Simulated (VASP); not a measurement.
# Co (P6/mmm) in VASP: notebook

Runs on Co. Level: PBEsol. Tasks: single point.

Program: VASP 6.6.1. These are calculated values, not measurements. Logs are shortened: lines on timing, memory, paths and dates and some standing lists are left out, and cuts for length are marked.

### Step 1. The cell of the first run

It takes space group P6/mmm (No. 191, hexagonal). Conventional cell: a = 3.803 Å, b = 3.803 Å, c = 2.329 Å, α = 90.00°, β = 90.00°, γ = 120.00°. Within 3.1 Å of Co (site symmetry 6/mmm) lie 14 Co at 2.33 to 2.49 Å. Within 2.9 Å of Co (site symmetry -6m2) lie 11 Co at 2.20 to 2.49 Å.

This isn't the form of Co at room conditions, which is hcp.

### Step 2. Single point, PBEsol (9.72 Å³/atom)

INCAR

```
SYSTEM = Co
  PREC = Accurate
  ENCUT = 520
  EDIFF = 1E-7
  ISMEAR = -1
  SIGMA = 0.1
  LREAL = .False.
  LASPH = .True.
  NELM = 100
  ALGO = Normal
  ISIF = 2
  LWAVE = .False.
  LCHARG = .True.
  GGA = PS
  LELF = .True.
  LVHAR = .True.
  NBANDS = 20
```

KPOINTS

```
regular mesh
0
Gamma
  11 11 15
  0 0 0
```

POSCAR

```
Co
1.0
    3.8027908595      0.0000000000      0.0000000000
   -1.9013954298      3.2933134896      0.0000000000
    0.0000000000      0.0000000000      2.3292078296
Co
3
Direct
    0.0000000000      1.0000000000      0.0000000000
    0.3333333333      0.6666666667      0.5000000000
    0.6666666667      0.3333333333      0.5000000000
```

Potentials or basis: VASP PAW PBE potentials, release 64 (Co).

Launch:

```sh
$ cat potpaw_PBE.64/Co/POTCAR > POTCAR
$ mpirun -np 1 vasp_std > vasp.out
```

OUTCAR:

```text
SYSTEM = Co
   PREC = Accurate
   ENCUT = 520
   EDIFF = 1E-7
   ISMEAR = -1
   LREAL = .False.
   LASPH = .True.
   NELM = 100
   ISIF = 2
   GGA = PS

 ion  position               nearest neighbor table
   1  0.000  0.000  0.000-   2 2.49   3 2.49   2 2.49   3 2.49   3 2.49   3 2.49   2 2.49   2 2.49
                             3 2.49   3 2.49   2 2.49   2 2.49
   2  0.333  0.667  0.500-   3 2.20   3 2.20   3 2.20   1 2.49   1 2.49   1 2.49   1 2.49   1 2.49
                             1 2.49
   3  0.667  0.333  0.500-   2 2.20   2 2.20   2 2.20   1 2.49   1 2.49   1 2.49   1 2.49   1 2.49
                             1 2.49

  LATTYP: Found a hexagonal cell.
 ALAT       =     3.8027908595
 C/A-ratio  =     0.6124995867

  Lattice vectors:

 A1 = (   3.8027908595,   0.0000000000,   0.0000000000)
 A2 = (  -1.9013954298,   3.2933134896,   0.0000000000)
 A3 = (   0.0000000000,   0.0000000000,   2.3292078296)

Analysis of symmetry for initial positions (statically):
=====================================================================
 Subroutine PRICEL returns:
 Original cell was already a primitive cell.

 Routine SETGRP: Setting up the symmetry group for a
 hexagonal supercell.

 Subroutine GETGRP returns: Found 24 space group operations
 (whereof 24 operations were pure point group operations)
 out of a pool of 24 trial point group operations.

The static configuration has the point symmetry D_6h.

Analysis of symmetry for dynamics (positions and initial velocities):
=====================================================================
 Subroutine PRICEL returns:
 Original cell was already a primitive cell.

 Routine SETGRP: Setting up the symmetry group for a
 hexagonal supercell.

 Subroutine GETGRP returns: Found 24 space group operations
 (whereof 24 operations were pure point group operations)
 out of a pool of 24 trial point group operations.

The dynamic configuration has the point symmetry D_6h.

 Subroutine INISYM returns: Found 24 space group operations
 (whereof 24 operations are pure point group operations),
 and found     1 'primitive' translations

----------------------------------------------------------------------------------------

                                     Primitive cell

  volume of cell :      29.1705

  direct lattice vectors                    reciprocal lattice vectors
     3.802790859  0.000000000  0.000000000     0.262964764  0.151822777  0.000000000
    -1.901395430  3.293313490  0.000000000     0.000000000  0.303645554  0.000000000
     0.000000000  0.000000000  2.329207830     0.000000000  0.000000000  0.429330516

  length of vectors
     3.802790859  3.802790860  2.329207830     0.303645554  0.303645554  0.429330516

  position of ions in fractional coordinates (direct lattice)
     0.000000000  0.000000000  0.000000000
     0.333333333  0.666666667  0.500000000
     0.666666667  0.333333333  0.500000000

  ion indices of the primitive-cell ions
   primitive index   ion index
                 1           1
                 2           2
                 3           3

----------------------------------------------------------------------------------------

 KPOINTS: regular mesh

Automatic generation of k-mesh.
 Grid dimensions read from file:
 generate k-points for:   11   11   15

 Generating k-lattice:

  Cartesian coordinates                     Fractional coordinates (reciprocal lattice)
     0.023905888  0.013802071  0.000000000     0.090909091  0.000000000  0.000000000
     0.000000000  0.027604141  0.000000000     0.000000000  0.090909091  0.000000000
     0.000000000  0.000000000  0.028622034     0.000000000  0.000000000  0.066666667

  Length of vectors
     0.027604141  0.027604141  0.028622034

  Shift w.r.t. Gamma in fractional coordinates (k-lattice)
     0.000000000  0.000000000  0.000000000

 Subroutine IBZKPT returns following result:
 ===========================================

 Found    128 irreducible k-points:

 Following reciprocal coordinates:
            Coordinates               Weight
  0.000000  0.000000  0.000000      1.000000
  0.090909 -0.000000  0.000000      6.000000
  0.181818 -0.000000  0.000000      6.000000
  0.272727 -0.000000  0.000000      6.000000
  0.363636 -0.000000  0.000000      6.000000
  0.454545 -0.000000  0.000000      6.000000
[... 16 lines left out ...]
  0.090909  0.090909  0.066667     12.000000
  0.181818  0.090909  0.066667     24.000000
 [... further k-points ...]
   k-points           NKPTS =    128   k-points in BZ     NKDIM =    128   number of bands    NBANDS=     20
   number of dos      NEDOS =    301   number of ions     NIONS =      3
   total plane-waves  NPLWV =  14112
   dimension x,y,z NGX =    28 NGY =   28 NGZ =   18
   dimension x,y,z NGXF=    56 NGYF=   56 NGZF=   36
   ions per type =               3
   NGX,Y,Z   is equivalent  to a cutoff of  12.24, 12.24, 12.85 a.u.
   NGXF,Y,Z  is equivalent  to a cutoff of  24.48, 24.48, 25.69 a.u.
 SYSTEM =  Co
   PREC   = accura    normal or accurate (medium, high low for compatibility)
   ISTART =      0    job   : 0-new  1-cont  2-samecut
   ICHARG =      2    charge: 1-file 2-atom 10-const
   ISPIN  =      1    spin polarized calculation?
   LNONCOLLINEAR =      F non collinear calculations
   LSORBIT =      F    spin-orbit coupling
   LASPH  =      T    aspherical Exc in radial PAW
   ENCUT  =  520.0 eV  38.22 Ry    6.18 a.u.   7.07  7.07  4.33*2*pi/ulx,y,z
   NELM   =    100;   NELMIN=  2; NELMDL= -5     # of ELM steps
   EDIFF  = 0.1E-06   stopping-criterion for ELM
   LREAL  =      F    real-space projection
   EDIFFG = 0.1E-05   stopping-criterion for IOM
   NSW    =      0    number of steps for IOM
   IBRION =     -1    ionic relax: 0-MD 1-quasi-New 2-CG
   NFREE  =      0    steps in history (QN), initial steepest desc. (CG)
   ISIF   =      2    stress and relaxation
   ISYM   =      2    0-nonsym 1-usesym 2-fastsym
   POTIM  = 0.5000    time-step for ionic-motion
   TEBEG  =    0.0;   TEEND  =   0.0 temperature during run
   PSTRESS=    0.0 pullay stress
   NELECT =      27.0000    total number of electrons
   NUPDOWN=      -1.0000    fix difference up-down
   EMIN   =  10.00;   EMAX   =-10.00  energy-range for DOS
   EFERMI =   0.00;   METHOD = LEGACY
   ISMEAR =    -1;   SIGMA  =   0.10  broadening in eV -4-tet -1-fermi 0-gaus
   EFERMI_NEDOS =   21; number of points for ismear=-14 and -15
   IALGO  =     38    algorithm
   IMIX   =      4    mixing-type and parameters
     AMIX     =   0.40;   BMIX     =  1.00
     AMIX_MAG =   1.60;   BMIX_MAG =  1.00
  volume/ion in A,a.u.               =       9.72        65.62
  Fermi-wavevector in a.u.,A,eV,Ry     =   1.595444  3.014952 34.632825  2.545441
  Thomas-Fermi vector in A             =   2.693361
   LORBIT       =      0    0 simple, 1 ext, 2 COOP (PROOUT), +10 PAW based schemes
   GGA     = PS    functional components
   LHFCALC =     F    Hartree Fock is set to
   AEXX    =    0.0000 exact exchange contribution
   IVDW    =     0    specifies the selected vdW correction
   LEPSILON=     F    determine dielectric tensor
   LRPA    =     F    only Hartree local field effects (RPA)
 non-spin polarized calculation
  energy-cutoff  :      520.00
  volume of cell :       29.17
 maximum number of plane-waves:       797
   NGX = 15   NGY = 15   NGZ =  9

 number of electron      27.0000007 magnetization

 Free energy of the ion-electron system (eV)
  ---------------------------------------------------
  ext. energy  EPLUGINS =         0.00000000
  ---------------------------------------------------
  free energy    TOTEN  =       -22.33393365 eV

  energy without entropy =      -22.06279581  energy(sigma->0) =      -22.19836473

 E-fermi :  11.7221     XC(G=0): -14.2479

 val. band max:       11.7213154241   @ k =   0.3636   0.0909   0.4667
 cond. band min:      11.7229936512   @ k =   0.1818  -0.0000   0.2000
 fundamental gap:      0.0016782271
 Fermi energy:        11.7221374612

 k-point     1 :       0.0000    0.0000    0.0000
  band No.  band energies     occupation
      1       2.1220      2.00000
      2       7.0327      2.00000
      3       8.4856      2.00000
      4       8.4856      2.00000
      5       8.4869      2.00000
      6       8.4869      2.00000
[... 12 lines left out ...]
     19      19.2015      0.00000
     20      19.2015      0.00000

 k-point     2 :       0.0909   -0.0000    0.0000
  band No.  band energies     occupation
      1       2.2491      2.00000
      2       7.0500      2.00000
      3       8.0893      2.00000
      4       8.2584      2.00000
      5       8.5485      2.00000
      6       8.8451      2.00000
[... 12 lines left out ...]
     19      20.1424      0.00000
     20      20.7914      0.00000

 k-point     3 :       0.1818   -0.0000    0.0000
  band No.  band energies     occupation
      1       2.6239      2.00000
      2       7.0369      2.00000
      3       7.6838      2.00000
      4       8.1534      2.00000
      5       8.2771      2.00000
      6       9.0722      2.00000
[... 12 lines left out ...]
     19      20.2070      0.00000
     20      22.4811      0.00000

 k-point     4 :       0.2727   -0.0000    0.0000
  band No.  band energies     occupation
      1       3.2256      2.00000
      2       6.8161      2.00000
      3       7.4041      2.00000
      4       7.9990      2.00000
      5       8.1550      2.00000
      6       8.9925      2.00000
[... 12 lines left out ...]
     19      20.1341      0.00000
     20      24.2569      0.00000

 k-point     5 :       0.3636   -0.0000    0.0000
  band No.  band energies     occupation
      1       4.0154      2.00000
      2       6.4819      2.00000
      3       6.8712      2.00000
      4       8.0636      2.00000
      5       8.2326      2.00000
      6       8.8164      2.00000
[... 12 lines left out ...]
     19      20.0828      0.00000
     20      26.1140      0.00000

 k-point     6 :       0.4545   -0.0000    0.0000
  band No.  band energies     occupation
      1       4.9251      2.00000
      2       5.8658      2.00000
      3       6.4714      2.00000
      4       8.3042      2.00000
      5       8.3219      2.00000
      6       8.5757      2.00000
[... 12 lines left out ...]
     19      20.0606      0.00000
     20      28.0402      0.00000

 k-point     7 :       0.0909    0.0909    0.0000
  band No.  band energies     occupation
      1       2.5000      2.00000
      2       7.0556      2.00000
      3       7.8563      2.00000
      4       7.9379      2.00000
      5       8.6699      2.00000
      6       8.8794      2.00000
[... 12 lines left out ...]
     19      20.9922      0.00000
     20      21.0413      0.00000
[... 277 lines left out ...]
 k-point    20 :       0.2727   -0.0000    0.0667
  band No.  band energies     occupation
      1       3.3519      2.00000
      2       6.8986      2.00000
      3       7.4684      2.00000
      4       7.9952      2.00000
      5       8.1417      2.00000
      6       9.0629      2.00000
[... 12 lines left out ...]
     19      20.1573      0.00000
     20      24.3674      0.00000

 k-point    21 :       0.3636   -0.0000    0.0667
  band No.  band energies     occupation
      1       4.1341      2.00000
      2       6.5684      2.00000
      3       6.9432      2.00000
      4       8.0872      2.00000
      5       8.2255      2.00000
      6       8.8800      2.00000
[... 12 lines left out ...]
     19      20.0975      0.00000
     20      26.2215      0.00000

 k-point    22 :       0.4545   -0.0000    0.0667
  band No.  band energies     occupation
      1       5.0337      2.00000
      2       5.9632      2.00000
      3       6.5478      2.00000
      4       8.3166      2.00000
      5       8.3452      2.00000
      6       8.6280      2.00000
[... 12 lines left out ...]
     19      20.0717      0.00000
     20      28.1453      0.00000

 k-point    23 :       0.0909    0.0909    0.0667
  band No.  band energies     occupation
      1       2.6326      2.00000
      2       7.1497      2.00000
      3       7.8586      2.00000
      4       7.9194      2.00000
      5       8.6753      2.00000
      6       8.7959      2.00000
[... 12 lines left out ...]
     19      21.0695      0.00000
     20      21.1207      0.00000

 k-point    24 :       0.1818    0.0909    0.0667
  band No.  band energies     occupation
      1       3.1162      2.00000
      2       7.0197      2.00000
      3       7.5246      2.00000
      4       7.8486      2.00000
      5       8.5142      2.00000
      6       9.0277      2.00000
[... 12 lines left out ...]
     19      20.8675      0.00000
     20      22.5638      0.00000

 [... further k-points ...]
[... 5 lines left out ...]
  --------------------------------------------------------------------------------------
  -------------------------------------------------------------------------------------
  Total        1.9944436      1.9944436      1.9463299     -0.0000000      0.0000000     -0.0000000
  in kB      109.5439994    109.5439994    106.9013720     -0.0000000      0.0000000     -0.0000000
  external PRESSURE =     108.6631236 kB  Pullay stress =       0.0000000 kB

 VOLUME and BASIS-vectors are now :
 -----------------------------------------------------------------------------
  energy-cutoff  :      520.00
  volume of cell :       29.17
      direct lattice vectors                 reciprocal lattice vectors
     3.802790859  0.000000000  0.000000000     0.262964764  0.151822777  0.000000000
    -1.901395430  3.293313490  0.000000000     0.000000000  0.303645554  0.000000000
     0.000000000  0.000000000  2.329207830     0.000000000  0.000000000  0.429330516

 POSITION                                       TOTAL-FORCE (eV/Angst)
 -----------------------------------------------------------------------------------
      0.00000      0.00000      0.00000         0.000000      0.000000      0.000000
     -0.00000      2.19554      1.16460         0.000000     -0.000000      0.000000
      1.90140      1.09777      1.16460        -0.000000      0.000000      0.000000
 -----------------------------------------------------------------------------------
    total drift:                                0.000000      0.000000     -0.000000

  FREE ENERGIE OF THE ION-ELECTRON SYSTEM (eV)
  ---------------------------------------------------
  free  energy   TOTEN  =       -22.3339336478 eV

  energy  without entropy=      -22.0627958059  energy(sigma->0) =      -22.19836473
```

It took 57 s on 1 thread of Intel Xeon 6975P-C (Granite Rapids), shared host; peak memory 0.18 GiB.

What came out:

- Free energy: -22.3339 eV
- Pressure: 10.9 GPa
- Band gap on the k mesh: zero (an odd number of electrons rules out a gap without spin polarisation)

Caveat: the cell stands under pressure; the PAW data sets were made with another functional, which shifts forces and pressure a little; the run has no spin polarisation, though such a crystal can be magnetic. Spin polarisation is off, so any magnetic state and its effect on volume and gap are missing.

### Step 3. Single point, PBEsol (10.13 Å³/atom)

This run uses another cell than the first one, of 10.13 Å³/atom.

INCAR

```
ALGO = Normal
EDIFF = 1E-6
ENCUT = 520
GGA = PS
ISIF = 2
ISMEAR = -1
LASPH = True
LCHARG = False
LREAL = False
LWAVE = False
NBANDS = 20
NELM = 100
PREC = Accurate
SIGMA = 0.1
```

KPOINTS

```
k-points
0
Gamma
  11 11 15
```

POSCAR

```
Co
1.0
    3.8548903590      0.0000000000      0.0000000000
   -1.9274451795      3.3384329797      0.0000000000
    0.0000000000      0.0000000000      2.3611187515
Co
3
Direct
    0.0000000000      1.0000000000      0.0000000000
    0.3333333333      0.6666666667      0.5000000000
    0.6666666667      0.3333333333      0.5000000000
```

Potentials or basis: VASP PAW PBE potentials, release 64 (Co).

Launch:

```sh
$ cat potpaw_PBE.64/Co/POTCAR > POTCAR
$ mpirun -np 1 vasp_std > vasp.out
```

Wall time 45 s (1 thread of Intel Xeon 6975P-C (Granite Rapids), shared host); peak memory 0.19 GiB.

It converged, with:

| Property | Result |
| --- | --- |
| Free energy | -22.3695 eV |
| Pressure | -0.8 GPa |
| Band gap on the k mesh | zero (an odd number of electrons rules out a gap without spin polarisation) |

Stress tensor (GPa, compression positive):
```
-0.98  0.00  0.00
 0.00 -0.98  0.00
 0.00  0.00 -0.60
```

Levels at points of the mesh, in eV from the Fermi level:
| k point | band 10 | band 11 | band 12 | band 13 | band 14 | band 15 | band 16 | band 17 | band 18 | band 19 |
| --- | --- | --- | --- | --- | --- | --- | --- | --- | --- | --- |
| (0.00, 0.00, 0.00) | -1.63 | -1.02 | -1.02 | -0.99 | -0.99 | 0.48 | 0.48 | 7.21 | 7.21 | 7.24 |

Caveat: the PAW data sets were made with another functional, which shifts forces and pressure a little; the run has no spin polarisation, though such a crystal can be magnetic. Spin polarisation is off, so any magnetic state and its effect on volume and gap are missing.

(Part 1 of 2 ends here.)
